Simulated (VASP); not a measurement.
# SnO (P6_3/mmc) in VASP: notebook

The runs below take SnO through single point, with PBE, r2SCAN.

Program: VASP 6.6.1. These are calculated values, not measurements. Logs are shortened: lines on timing, memory, paths and dates and some standing lists are left out, and cuts for length are marked.

## Step 1: The cell of the first run

Symmetry: P6_3/mmc, No. 194, hexagonal system. Conventional cell: a = 4.125 Å, b = 4.125 Å, c = 5.185 Å, α = 90.00°, β = 90.00°, γ = 120.00°. Sn (site symmetry -6m2) has 5 O at 2.38 to 2.59 Å within 3.1 Å. Within 3.1 Å of O (site symmetry -6m2) lie 5 Sn at 2.38 to 2.59 Å.

## Step 2: Single point, PBE

INCAR

```
SYSTEM = SnO
ALGO     = Normal         ! electronic algorithm
EDIFF    = 1E-6           ! SCF threshold, eV
ENCUT    = 520            ! plane-wave cutoff, eV
GGA      = PE             ! functional
ISIF     = 2              ! what is computed and relaxed
ISMEAR   = 0              ! smearing method
LASPH    = .True.         ! aspherical terms in the spheres
LCHARG   = .False.        ! write CHGCAR
LREAL    = .False.        ! projectors in reciprocal space
LWAVE    = .False.        ! write WAVECAR
NBANDS   = 28             ! bands
NELM     = 80             ! most SCF steps
PREC     = Accurate       ! precision mode
SIGMA    = 0.01           ! smearing width, eV
```

KPOINTS

```
k-points
0
Gamma
  6 6 4
  0 0 0
```

POSCAR

```
SnO
1.0
    4.1254993210      0.0000000000      0.0000000000
   -2.0627496605      3.5727872153      0.0000000000
    0.0000000000      0.0000000000      5.1854029602
Sn O
2 2
Direct
    0.3333333333      0.6666666667      0.2500000000
    0.6666666667      0.3333333333      0.7500000000
    0.6666666667      0.3333333333      0.2500000000
    0.3333333333      0.6666666667      0.7500000000
```

Potentials or basis: VASP PAW PBE potentials, release 64 (Sn_d, O).

Command:

```
cat potpaw_PBE.64/Sn_d/POTCAR potpaw_PBE.64/O/POTCAR > POTCAR
mpirun -np 1 vasp_std > vasp.out
```

OUTCAR:

```text
SYSTEM = SnO
   EDIFF = 1E-6
   ENCUT = 520
   GGA = PE
   ISIF = 2
   ISMEAR = 0
   LASPH = .True.
   LREAL = .False.
   NELM = 80
   PREC = Accurate

 ion  position               nearest neighbor table
   1  0.333  0.667  0.250-   3 2.38   3 2.38   3 2.38   4 2.59   4 2.59   2 3.52   2 3.52   2 3.52
                             2 3.52   2 3.52   2 3.52
   2  0.667  0.333  0.750-   4 2.38   4 2.38   4 2.38   3 2.59   3 2.59   1 3.52   1 3.52   1 3.52
                             1 3.52   1 3.52   1 3.52
   3  0.667  0.333  0.250-   1 2.38   1 2.38   1 2.38   2 2.59   2 2.59
   4  0.333  0.667  0.750-   2 2.38   2 2.38   2 2.38   1 2.59   1 2.59

  LATTYP: Found a hexagonal cell.
 ALAT       =     4.1254993210
 C/A-ratio  =     1.2569152378

  Lattice vectors:

 A1 = (   4.1254993210,   0.0000000000,   0.0000000000)
 A2 = (  -2.0627496605,   3.5727872153,   0.0000000000)
 A3 = (   0.0000000000,   0.0000000000,   5.1854029602)

Analysis of symmetry for initial positions (statically):
=====================================================================
 Subroutine PRICEL returns:
 Original cell was already a primitive cell.

 Routine SETGRP: Setting up the symmetry group for a
 hexagonal supercell.

 Subroutine GETGRP returns: Found 24 space group operations
 (whereof 12 operations were pure point group operations)
 out of a pool of 24 trial point group operations.

The static configuration has the point symmetry D_3d.
 The point group associated with its full space group is D_6h.

Analysis of symmetry for dynamics (positions and initial velocities):
=====================================================================
 Subroutine PRICEL returns:
 Original cell was already a primitive cell.

 Routine SETGRP: Setting up the symmetry group for a
 hexagonal supercell.

 Subroutine GETGRP returns: Found 24 space group operations
 (whereof 12 operations were pure point group operations)
 out of a pool of 24 trial point group operations.

The dynamic configuration has the point symmetry D_3d.
 The point group associated with its full space group is D_6h.

 Subroutine INISYM returns: Found 24 space group operations
 (whereof 12 operations are pure point group operations),
 and found     1 'primitive' translations

[... 81 lines left out ...]
   ions per type =               2   2
   NGX,Y,Z   is equivalent  to a cutoff of  12.90, 12.90, 12.82 a.u.
   NGXF,Y,Z  is equivalent  to a cutoff of  25.79, 25.79, 25.65 a.u.
 SYSTEM =  SnO
   PREC   = accura    normal or accurate (medium, high low for compatibility)
   ISTART =      0    job   : 0-new  1-cont  2-samecut
   ICHARG =      2    charge: 1-file 2-atom 10-const
   ISPIN  =      1    spin polarized calculation?
   LNONCOLLINEAR =      F non collinear calculations
   LSORBIT =      F    spin-orbit coupling
   LASPH  =      T    aspherical Exc in radial PAW
   ENCUT  =  520.0 eV  38.22 Ry    6.18 a.u.   7.67  7.67  9.64*2*pi/ulx,y,z
   NELM   =     80;   NELMIN=  2; NELMDL= -5     # of ELM steps
   EDIFF  = 0.1E-05   stopping-criterion for ELM
   LREAL  =      F    real-space projection
[... 7 lines left out ...]
   TEBEG  =    0.0;   TEEND  =   0.0 temperature during run
   PSTRESS=    0.0 pullay stress
   NELECT =      40.0000    total number of electrons
   NUPDOWN=      -1.0000    fix difference up-down
   EMIN   =  10.00;   EMAX   =-10.00  energy-range for DOS
   EFERMI =   0.00;   METHOD = LEGACY
   ISMEAR =     0;   SIGMA  =   0.01  broadening in eV -4-tet -1-fermi 0-gaus
   EFERMI_NEDOS =   21; number of points for ismear=-14 and -15
   IALGO  =     38    algorithm
   IMIX   =      4    mixing-type and parameters
     AMIX     =   0.40;   BMIX     =  1.00
     AMIX_MAG =   1.60;   BMIX_MAG =  1.00
  volume/ion in A,a.u.               =      19.11       128.94
  Fermi-wavevector in a.u.,A,eV,Ry     =   1.319287  2.493092 23.681204  1.740519
  Thomas-Fermi vector in A             =   2.449196
   LORBIT       =      0    0 simple, 1 ext, 2 COOP (PROOUT), +10 PAW based schemes
   GGA     = PE    functional components
   LHFCALC =     F    Hartree Fock is set to
   AEXX    =    0.0000 exact exchange contribution
   IVDW    =     0    specifies the selected vdW correction
   LEPSILON=     F    determine dielectric tensor
   LRPA    =     F    only Hartree local field effects (RPA)
 non-spin polarized calculation
 Gauss-broadening in eV      SIGMA  =   0.01
  energy-cutoff  :      520.00
  volume of cell :       76.43
 maximum number of plane-waves:      2089
 NGX is ok and might be reduce to    32
   NGX = 15   NGY = 15   NGZ = 19

 number of electron      40.0000000 magnetization

 Free energy of the ion-electron system (eV)
  ---------------------------------------------------
  ext. energy  EPLUGINS =         0.00000000
  ---------------------------------------------------
  free energy    TOTEN  =       -20.91250768 eV

  energy without entropy =      -20.91250768  energy(sigma->0) =      -20.91250768

 E-fermi :   6.7286     XC(G=0):  -9.8322

 val. band max:        6.6696042253   @ k =   0.3333   0.3333   0.5000
 cond. band min:       7.0765677084   @ k =   0.3333   0.3333   0.5000
 fundamental gap:      0.4069634830
 Fermi energy:         6.7286321643

 k-point     1 :       0.0000    0.0000    0.0000
  band No.  band energies     occupation
      1     -15.4269      2.00000
      2     -15.2501      2.00000
      3     -15.2501      2.00000
      4     -15.1981      2.00000
      5     -15.1981      2.00000
      6     -15.1950      2.00000
[... 640 lines left out ...]
     27      16.5666      0.00000
     28      16.5666      0.00000

------------------------ aborting loop because EDIFF is reached ----------------------------------------

  FORCE on cell =-STRESS in cart. coord.  units (eV):
  Direction    XX          YY          ZZ          XY          YZ          ZX
  --------------------------------------------------------------------------------------
  -------------------------------------------------------------------------------------
  Total        1.2255561      1.2255561      1.0677314      0.0000000      0.0000000      0.0000000
  in kB       25.6907983     25.6907983     22.3823883      0.0000000      0.0000000      0.0000000
  external PRESSURE =      24.5879950 kB  Pullay stress =       0.0000000 kB

 VOLUME and BASIS-vectors are now :
 -----------------------------------------------------------------------------
  energy-cutoff  :      520.00
  volume of cell :       76.43
      direct lattice vectors                 reciprocal lattice vectors
     4.125499321  0.000000000  0.000000000     0.242394901  0.139946761  0.000000000
    -2.062749661  3.572787215  0.000000000     0.000000000  0.279893523  0.000000000
     0.000000000  0.000000000  5.185402960     0.000000000  0.000000000  0.192849043

 POSITION                                       TOTAL-FORCE (eV/Angst)
 -----------------------------------------------------------------------------------
     -0.00000      2.38186      1.29635         0.000000      0.000000      0.000000
      2.06275      1.19093      3.88905         0.000000     -0.000000      0.000000
      2.06275      1.19093      1.29635        -0.000000      0.000000      0.000000
     -0.00000      2.38186      3.88905         0.000000     -0.000000      0.000000
 -----------------------------------------------------------------------------------
    total drift:                                0.000000     -0.000000      0.000000

  FREE ENERGIE OF THE ION-ELECTRON SYSTEM (eV)
  ---------------------------------------------------
  free  energy   TOTEN  =       -20.9125076800 eV

  energy  without entropy=      -20.9125076800  energy(sigma->0) =      -20.91250768
```

stdout:

```text
POSCAR found type information on POSCAR SnO
 POSCAR found :  2 types and       4 ions
 scaLAPACK will be used
 LDA part: xc-table for (Slater+PW92), standard interpolation
 POSCAR, INCAR and KPOINTS ok, starting setup
 FFT: planning ... GRIDC
 FFT: planning ... GRID_SOFT
 FFT: planning ... GRID
 WAVECAR not read
 entering main loop
```

It took 31 s on 1 thread of Intel Xeon Platinum 8259CL at 2.50GHz (Skylake/Cascade Lake), shared host; peak memory 0.2 GiB.

What came out:

* Free energy: -20.9125 eV
* Pressure: 2.5 GPa
* Band gap on the k mesh: 0.41 eV, direct

Caveat: spin-orbit coupling is left out, which moves the levels of the heavy elements.

## Step 3: Single point, r2SCAN

POSCAR is that of step 2.

INCAR.step1

```
  PREC = Accurate
  ENCUT = 520
  ISMEAR = 0
  SIGMA = 0.01
  LREAL = False
  LASPH = True
  NELM = 100
  NBANDS = 28
  GGA = PE
  ALGO = Normal
  EDIFF = 1E-4
  LWAVE = True
  LCHARG = False
```

INCAR.step2

```
  PREC = Accurate
  ENCUT = 520
  EDIFF = 1E-7
  ISMEAR = 0
  SIGMA = 0.01
  LREAL = False
  LASPH = True
  NELM = 100
  ALGO = Normal
  ISIF = 2
  LWAVE = False
  LCHARG = True
  METAGGA = R2SCAN
  LMIXTAU = True
  LELF = True
  LVHAR = True
  NBANDS = 28
  ISTART = 1
```

KPOINTS

```
regular mesh
0
Gamma
  6 6 4
```

Potentials or basis: VASP PAW PBE potentials, release 64 (Sn_d, O).

Command:

```
cat potpaw_PBE.64/Sn_d/POTCAR potpaw_PBE.64/O/POTCAR > POTCAR
cp INCAR.step1 INCAR
mpirun -np 1 vasp_std > vasp.out
cp INCAR.step2 INCAR
mpirun -np 1 vasp_std > vasp.out
```

Wall time 2.1 min (1 thread of Intel Xeon Platinum 8259CL at 2.50GHz (Skylake/Cascade Lake), shared host); peak memory 0.22 GiB.

It converged, with:

```yaml
Free_energy: -64.4177 eV
Pressure: 0.2 GPa
Band_gap_on_the_k_mesh: 0.57 eV, direct
```

Stress tensor (GPa, compression positive):
```
0.31 0.00 0.00
0.00 0.31 0.00
0.00 0.00 0.09
```

Levels at points of the mesh, in eV from the valence-band top:
```
           k point  band 18  band 19  band 20  band 21  band 22  band 23
(0.00, 0.00, 0.00)    -4.15    -4.15    -3.89     3.25     3.31     3.31
(0.50, 0.00, 0.00)    -4.51    -1.95    -1.83     1.01     3.47     3.56
(0.00, 0.00, 0.50)    -4.55    -2.30    -2.30     2.77     2.77     3.40
(0.50, 0.00, 0.50)    -4.17    -1.11    -1.11     0.87     0.87     3.40
```

Caveat: the PAW data sets were made with another functional, which shifts forces and pressure a little; spin-orbit coupling is left out, which moves the levels of the heavy elements. r2SCAN opens gaps a little over a GGA but as a rule still falls short of measured ones.
